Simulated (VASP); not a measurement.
# TePb (R-3m) in VASP: further runs

The runs below take TePb through single point, with PBE, r2SCAN.

Program: VASP 6.6.1. These are calculated values, not measurements. Logs are shortened: lines on timing, memory, paths and dates and some standing lists are left out, and cuts for length are marked.

### 1 The cell of the first run

Symmetry: R-3m, No. 166, trigonal system. The conventional cell has a = 4.621 Å, b = 4.621 Å, c = 10.670 Å, α = 90.00°, β = 90.00°, γ = 120.00°. Within 4.2 Å of Pb (site symmetry -3m) lie 6 Te at 3.21 Å. Te (site symmetry -3m) has 6 Pb at 3.21 Å within 4.2 Å.

### 2 Single point, PBE (strain along [111] -5.7%)

Contents of INCAR:

```
SYSTEM = TePb
PREC = Accurate ; ENCUT = 520
EDIFF = 1E-6 ; ISMEAR = -1
SIGMA = 0.02 ; LREAL = .FALSE.
LASPH = .TRUE. ; NELM = 60
ALGO = Normal ; ISIF = 2
LWAVE = .FALSE. ; LCHARG = .TRUE.
GGA = PE ; LELF = .TRUE.
LVHAR = .TRUE. ; NBANDS = 17
```

Contents of KPOINTS:

```
Automatic mesh
0
G
  8 8 8
  0 0 0
```

Contents of POSCAR:

```
TePb
1.0
   -0.1250492235      3.1427876285      3.1427876285
    3.1427876285     -0.1250492235      3.1427876285
    3.1427876285      3.1427876285     -0.1250492235
Pb Te
1 1
Direct
    0.0000000000      0.0000000000      0.0000000000
    0.5000000000      0.5000000000      0.5000000000
```

Potentials or basis: VASP PAW PBE potentials, release 64 (Pb_d, Te).

The run is started by

```console
cat potpaw_PBE.64/Pb_d/POTCAR potpaw_PBE.64/Te/POTCAR > POTCAR
mpirun -np 1 vasp_std > vasp.out
```

OUTCAR:

```text
SYSTEM = TePb
   PREC = Accurate
   ENCUT = 520
   EDIFF = 1E-6
   ISMEAR = -1
   LREAL = .FALSE.
   LASPH = .TRUE.
   NELM = 60
   ISIF = 2
   GGA = PE

 ion  position               nearest neighbor table
   1  0.000  0.000  0.000-   2 3.21   2 3.21   2 3.21   2 3.21   2 3.21   2 3.21
   2  0.500  0.500  0.500-   1 3.21   1 3.21   1 3.21   1 3.21   1 3.21   1 3.21

  LATTYP: Found a trigonal (rhomboedric) cell.
 ALAT       =     4.4463316862
 COS(alpha) =     0.4598467192

  Lattice vectors:

 A1 = (  -0.1250492235,   3.1427876285,   3.1427876285)
 A2 = (   3.1427876285,  -0.1250492235,   3.1427876285)
 A3 = (   3.1427876285,   3.1427876285,  -0.1250492235)

Analysis of symmetry for initial positions (statically):
=====================================================================
 Subroutine PRICEL returns:
 Original cell was already a primitive cell.

 Routine SETGRP: Setting up the symmetry group for a
 trigonal (rhombohedral) supercell.

 Subroutine GETGRP returns: Found 12 space group operations
 (whereof 12 operations were pure point group operations)
 out of a pool of 12 trial point group operations.

The static configuration has the point symmetry D_3d.

Analysis of symmetry for dynamics (positions and initial velocities):
=====================================================================
 Subroutine PRICEL returns:
 Original cell was already a primitive cell.

 Routine SETGRP: Setting up the symmetry group for a
 trigonal (rhombohedral) supercell.

 Subroutine GETGRP returns: Found 12 space group operations
 (whereof 12 operations were pure point group operations)
 out of a pool of 12 trial point group operations.

The dynamic configuration has the point symmetry D_3d.

 Subroutine INISYM returns: Found 12 space group operations
 (whereof 12 operations are pure point group operations),
 and found     1 'primitive' translations

----------------------------------------------------------------------------------------

                                     Primitive cell

  volume of cell :      65.7868

  direct lattice vectors                    reciprocal lattice vectors
    -0.125049224  3.142787628  3.142787628    -0.149900619  0.156112210  0.156112210
     3.142787628 -0.125049224  3.142787628     0.156112210 -0.149900619  0.156112210
     3.142787628  3.142787628 -0.125049224     0.156112210  0.156112210 -0.149900619

  length of vectors
     4.446331686  4.446331686  4.446331686     0.266856216  0.266856216  0.266856216

  position of ions in fractional coordinates (direct lattice)
     0.000000000  0.000000000  0.000000000
     0.500000000  0.500000000  0.500000000

  ion indices of the primitive-cell ions
   primitive index   ion index
                 1           1
                 2           2

----------------------------------------------------------------------------------------

 KPOINTS: Automatic mesh

Automatic generation of k-mesh.
 Grid dimensions read from file:
 generate k-points for:    8    8    8

 Generating k-lattice:

  Cartesian coordinates                     Fractional coordinates (reciprocal lattice)
    -0.018737577  0.019514026  0.019514026     0.125000000 -0.000000000 -0.000000000
     0.019514026 -0.018737577  0.019514026    -0.000000000  0.125000000 -0.000000000
     0.019514026  0.019514026 -0.018737577    -0.000000000 -0.000000000  0.125000000

  Length of vectors
     0.033357027  0.033357027  0.033357027

  Shift w.r.t. Gamma in fractional coordinates (k-lattice)
     0.000000000  0.000000000  0.000000000

 Subroutine IBZKPT returns following result:
 ===========================================

 Found     65 irreducible k-points:

 Following reciprocal coordinates:
            Coordinates               Weight
  0.000000  0.000000  0.000000      1.000000
  0.125000  0.000000  0.000000      6.000000
  0.250000  0.000000  0.000000      6.000000
  0.375000  0.000000 -0.000000      6.000000
  0.500000  0.000000  0.000000      3.000000
  0.125000  0.125000  0.000000      6.000000
[... 16 lines left out ...]
  0.250000  0.125000  0.125000      6.000000
  0.375000  0.125000  0.125000      6.000000
 [... further k-points ...]
   k-points           NKPTS =     65   k-points in BZ     NKDIM =     65   number of bands    NBANDS=     17
   number of dos      NEDOS =    301   number of ions     NIONS =      2
   total plane-waves  NPLWV =  46656
   dimension x,y,z NGX =    36 NGY =   36 NGZ =   36
   dimension x,y,z NGXF=    72 NGYF=   72 NGZF=   72
   ions per type =               1   1
   NGX,Y,Z   is equivalent  to a cutoff of  13.46, 13.46, 13.46 a.u.
   NGXF,Y,Z  is equivalent  to a cutoff of  26.92, 26.92, 26.92 a.u.
 SYSTEM =  TePb
   PREC   = accura    normal or accurate (medium, high low for compatibility)
   ISTART =      0    job   : 0-new  1-cont  2-samecut
   ICHARG =      2    charge: 1-file 2-atom 10-const
   ISPIN  =      1    spin polarized calculation?
   LNONCOLLINEAR =      F non collinear calculations
   LSORBIT =      F    spin-orbit coupling
   LASPH  =      T    aspherical Exc in radial PAW
   ENCUT  =  520.0 eV  38.22 Ry    6.18 a.u.   8.27  8.27  8.27*2*pi/ulx,y,z
   NELM   =     60;   NELMIN=  2; NELMDL= -5     # of ELM steps
   EDIFF  = 0.1E-05   stopping-criterion for ELM
   LREAL  =      F    real-space projection
   EDIFFG = 0.1E-04   stopping-criterion for IOM
   NSW    =      0    number of steps for IOM
   IBRION =     -1    ionic relax: 0-MD 1-quasi-New 2-CG
   NFREE  =      0    steps in history (QN), initial steepest desc. (CG)
   ISIF   =      2    stress and relaxation
   ISYM   =      2    0-nonsym 1-usesym 2-fastsym
   POTIM  = 0.5000    time-step for ionic-motion
   TEBEG  =    0.0;   TEEND  =   0.0 temperature during run
   PSTRESS=    0.0 pullay stress
   NELECT =      20.0000    total number of electrons
   NUPDOWN=      -1.0000    fix difference up-down
   EMIN   =  10.00;   EMAX   =-10.00  energy-range for DOS
   EFERMI =   0.00;   METHOD = LEGACY
   ISMEAR =    -1;   SIGMA  =   0.02  broadening in eV -4-tet -1-fermi 0-gaus
   EFERMI_NEDOS =   21; number of points for ismear=-14 and -15
   IALGO  =     38    algorithm
   IMIX   =      4    mixing-type and parameters
     AMIX     =   0.40;   BMIX     =  1.00
     AMIX_MAG =   1.60;   BMIX_MAG =  1.00
  volume/ion in A,a.u.               =      32.89       221.98
  Fermi-wavevector in a.u.,A,eV,Ry     =   1.100792  2.080196 16.486769  1.211743
  Thomas-Fermi vector in A             =   2.237209
   LORBIT       =      0    0 simple, 1 ext, 2 COOP (PROOUT), +10 PAW based schemes
   GGA     = PE    functional components
   LHFCALC =     F    Hartree Fock is set to
   AEXX    =    0.0000 exact exchange contribution
   IVDW    =     0    specifies the selected vdW correction
   LEPSILON=     F    determine dielectric tensor
   LRPA    =     F    only Hartree local field effects (RPA)
 non-spin polarized calculation
  energy-cutoff  :      520.00
  volume of cell :       65.79
 maximum number of plane-waves:      1792
 NGX is ok and might be reduce to    36
   NGX = 17   NGY = 17   NGZ = 17

 number of electron      20.0000003 magnetization

 Free energy of the ion-electron system (eV)
  ---------------------------------------------------
  ext. energy  EPLUGINS =         0.00000000
  ---------------------------------------------------
  free energy    TOTEN  =        -7.45993256 eV

  energy without entropy =       -7.45993050  energy(sigma->0) =       -7.45993153

 E-fermi :   6.2176     XC(G=0):  -9.4160

 val. band max:        6.0675784989   @ k =   0.5000   0.0000   0.0000
 cond. band min:       6.3457151547   @ k =   0.5000   0.5000   0.5000
 fundamental gap:      0.2781366559
 Fermi energy:         6.2176489569

 k-point     1 :       0.0000    0.0000    0.0000
  band No.  band energies     occupation
      1     -10.8189      2.00000
      2     -10.8189      2.00000
      3     -10.8073      2.00000
      4     -10.8018      2.00000
      5     -10.8018      2.00000
      6      -6.2703      2.00000
[... 9 lines left out ...]
     16      12.2282      0.00000
     17      13.2769      0.00000

 k-point     2 :       0.1250    0.0000    0.0000
  band No.  band energies     occupation
      1     -10.8218      2.00000
      2     -10.8193      2.00000
      3     -10.8055      2.00000
      4     -10.8017      2.00000
      5     -10.7994      2.00000
      6      -6.1344      2.00000
[... 9 lines left out ...]
     16      12.4250      0.00000
     17      14.2829      0.00000

 k-point     3 :       0.2500    0.0000    0.0000
  band No.  band energies     occupation
      1     -10.8287      2.00000
      2     -10.8225      2.00000
      3     -10.8026      2.00000
      4     -10.7980      2.00000
      5     -10.7937      2.00000
      6      -5.7420      2.00000
[... 9 lines left out ...]
     16      13.2643      0.00000
     17      16.2023      0.00000

 k-point     4 :       0.3750    0.0000   -0.0000
  band No.  band energies     occupation
      1     -10.8355      2.00000
      2     -10.8269      2.00000
      3     -10.8021      2.00000
      4     -10.7907      2.00000
      5     -10.7879      2.00000
      6      -5.1728      2.00000
[... 9 lines left out ...]
     16      14.5575      0.00000
     17      16.4892      0.00000

 k-point     5 :       0.5000    0.0000    0.0000
  band No.  band energies     occupation
      1     -10.8384      2.00000
      2     -10.8289      2.00000
      3     -10.8019      2.00000
      4     -10.7876      2.00000
      5     -10.7856      2.00000
      6      -4.7964      2.00000
[... 9 lines left out ...]
     16      14.6895      0.00000
     17      16.0308      0.00000

 k-point     6 :       0.1250    0.1250    0.0000
  band No.  band energies     occupation
      1     -10.8249      2.00000
      2     -10.8162      2.00000
      3     -10.8072      2.00000
      4     -10.8010      2.00000
      5     -10.7985      2.00000
      6      -6.0849      2.00000
[... 9 lines left out ...]
     16      12.7249      0.00000
     17      13.9615      0.00000

 k-point     7 :       0.2500    0.1250   -0.0000
  band No.  band energies     occupation
      1     -10.8331      2.00000
      2     -10.8166      2.00000
      3     -10.8069      2.00000
      4     -10.7961      2.00000
      5     -10.7943      2.00000
      6      -5.7747      2.00000
[... 9 lines left out ...]
     16      13.6887      0.00000
     17      14.9195      0.00000

 k-point     8 :       0.3750    0.1250    0.0000
  band No.  band energies     occupation
      1     -10.8407      2.00000
      2     -10.8213      2.00000
      3     -10.8045      2.00000
      4     -10.7902      2.00000
      5     -10.7890      2.00000
      6      -5.2583      2.00000
[... 9 lines left out ...]
     16      15.0312      0.00000
     17      16.2357      0.00000
[... 203 lines left out ...]
      1     -10.8787      2.00000
      2     -10.8144      2.00000
      3     -10.8071      2.00000
      4     -10.7804      2.00000
      5     -10.7768      2.00000
      6      -4.5505      2.00000
[... 9 lines left out ...]
     16      16.2900      0.00000
     17      16.5038      0.00000

 k-point    20 :      -0.3750    0.3750    0.0000
  band No.  band energies     occupation
      1     -10.8698      2.00000
      2     -10.8136      2.00000
      3     -10.8083      2.00000
      4     -10.7823      2.00000
      5     -10.7812      2.00000
      6      -4.4101      2.00000
[... 9 lines left out ...]
     16      15.1376      0.00000
     17      16.8452      0.00000

 k-point    21 :       0.5000    0.5000    0.0000
  band No.  band energies     occupation
      1     -10.8867      2.00000
      2     -10.8173      2.00000
      3     -10.8036      2.00000
      4     -10.7786      2.00000
      5     -10.7736      2.00000
      6      -4.4912      2.00000
[... 9 lines left out ...]
     16      16.7453      0.00000
     17      17.0892      0.00000

 k-point    22 :       0.1250    0.1250    0.1250
  band No.  band energies     occupation
      1     -10.8188      2.00000
      2     -10.8188      2.00000
      3     -10.8074      2.00000
      4     -10.8011      2.00000
      5     -10.8011      2.00000
      6      -6.1221      2.00000
[... 9 lines left out ...]
     16      11.8000      0.00000
     17      14.6093      0.00000

 k-point    23 :       0.2500    0.1250    0.1250
  band No.  band energies     occupation
      1     -10.8256      2.00000
      2     -10.8181      2.00000
      3     -10.8065      2.00000
      4     -10.7988      2.00000
      5     -10.7970      2.00000
      6      -5.8928      2.00000
[... 9 lines left out ...]
     16      13.2824      0.00000
     17      14.2484      0.00000

 k-point    24 :       0.3750    0.1250    0.1250
  band No.  band energies     occupation
      1     -10.8323      2.00000
      2     -10.8241      2.00000
      3     -10.8043      2.00000
      4     -10.7931      2.00000
      5     -10.7912      2.00000
      6      -5.4308      2.00000
[... 9 lines left out ...]
     16      15.0221      0.00000
     17      15.2520      0.00000

 [... further k-points ...]

------------------------ aborting loop because EDIFF is reached ----------------------------------------

  FORCE on cell =-STRESS in cart. coord.  units (eV):
  Direction    XX          YY          ZZ          XY          YZ          ZX
  --------------------------------------------------------------------------------------
  -------------------------------------------------------------------------------------
  Total        1.3549710      1.3549710      1.3549710      0.2063516      0.2063516      0.2063516
  in kB       32.9990964     32.9990964     32.9990964      5.0255069      5.0255069      5.0255069
  external PRESSURE =      32.9990964 kB  Pullay stress =       0.0000000 kB

 VOLUME and BASIS-vectors are now :
 -----------------------------------------------------------------------------
  energy-cutoff  :      520.00
  volume of cell :       65.79
      direct lattice vectors                 reciprocal lattice vectors
    -0.125049224  3.142787628  3.142787628    -0.149900619  0.156112210  0.156112210
     3.142787628 -0.125049224  3.142787628     0.156112210 -0.149900619  0.156112210
     3.142787628  3.142787628 -0.125049224     0.156112210  0.156112210 -0.149900619

 POSITION                                       TOTAL-FORCE (eV/Angst)
 -----------------------------------------------------------------------------------
      0.00000      0.00000      0.00000        -0.000000      0.000000     -0.000000
      3.08026      3.08026      3.08026         0.000000     -0.000000      0.000000
 -----------------------------------------------------------------------------------
    total drift:                               -0.000000      0.000000      0.000000

  FREE ENERGIE OF THE ION-ELECTRON SYSTEM (eV)
  ---------------------------------------------------
  free  energy   TOTEN  =        -7.4599325557 eV

  energy  without entropy=       -7.4599305003  energy(sigma->0) =       -7.45993153
```

Wall time 35 s (1 thread of Intel Xeon 6975P-C (Granite Rapids), shared host); peak memory 0.24 GiB.

Results:

| Item | Value |
| --- | --- |
| Free energy | -7.4599 eV |
| Pressure | 3.3 GPa |
| Band gap on the k mesh | 0.28 eV (least direct gap 0.60 eV) |

Caveat: the cell differs from its parent crystal (strain along [111] -5.7%); the cell stands under pressure; the structure was generated, so it needn't be the stable form of TePb; spin-orbit coupling is left out, which moves the levels of the heavy elements. A k mesh can miss the band edges.

### 3 Single point, r2SCAN (strain along [111] -5.7%)

POSCAR is that of step 2.

Contents of INCAR.step1:

```
SYSTEM = TePb
PREC = Accurate
ENCUT = 520
ISMEAR = 0
SIGMA = 0.01
LREAL = .False.
LASPH = .True.
NELM = 100
NBANDS = 17
GGA = PE
ALGO = Normal
EDIFF = 1E-4
LWAVE = .True.
LCHARG = .False.
```

Contents of INCAR.step2:

```
SYSTEM = TePb
PREC = Accurate
ENCUT = 520
EDIFF = 1E-7
ISMEAR = 0
SIGMA = 0.01
LREAL = .False.
LASPH = .True.
NELM = 100
ALGO = Normal
ISIF = 2
LWAVE = .False.
LCHARG = .False.
METAGGA = R2SCAN
LMIXTAU = .True.
NBANDS = 17
ISTART = 1
```

Contents of KPOINTS:

```
regular mesh
0
Gamma
  8 8 8
  0 0 0
```

Potentials or basis: VASP PAW PBE potentials, release 64 (Pb_d, Te).

The run is started by

```console
cat potpaw_PBE.64/Pb_d/POTCAR potpaw_PBE.64/Te/POTCAR > POTCAR
cp INCAR.step1 INCAR
mpirun -np 1 vasp_std > vasp.out
cp INCAR.step2 INCAR
mpirun -np 1 vasp_std > vasp.out
```

It took 2.4 min on 1 thread of Intel Xeon 6975P-C (Granite Rapids), shared host; peak memory 0.26 GiB.

It converged, with:

| Item | Value |
| --- | --- |
| Free energy | -82.6582 eV |
| Pressure | 2.8 GPa |
| Band gap on the k mesh | 0.53 eV (least direct gap 0.86 eV) |

Stress tensor (GPa, compression positive):
```
2.78 0.55 0.55
0.55 2.78 0.55
0.55 0.55 2.78
```

Levels at points of the mesh, in eV from the valence-band top:
| k point | band 7 | band 8 | band 9 | band 10 | band 11 | band 12 | band 13 | band 14 |
| --- | --- | --- | --- | --- | --- | --- | --- | --- |
| (0.00, 0.00, 0.00) | -5.72 | -1.89 | -1.89 | -1.38 | 4.13 | 4.33 | 4.33 | 5.76 |
| (0.50, 0.00, 0.00) | -9.22 | -1.24 | -1.09 | 0.00 | 0.86 | 1.21 | 1.54 | 8.72 |
| (0.50, 0.50, 0.00) | -7.67 | -5.02 | -3.44 | -3.03 | 3.37 | 5.65 | 5.84 | 7.17 |
| (0.50, 0.50, 0.50) | -9.01 | -1.41 | -1.41 | -0.41 | 0.53 | 0.95 | 0.95 | 9.07 |

Caveat: the cell differs from its parent crystal (strain along [111] -5.7%); the structure was generated, so it needn't be the stable form of TePb; the PAW data sets were made with another functional, which shifts forces and pressure a little; spin-orbit coupling is left out, which moves the levels of the heavy elements.
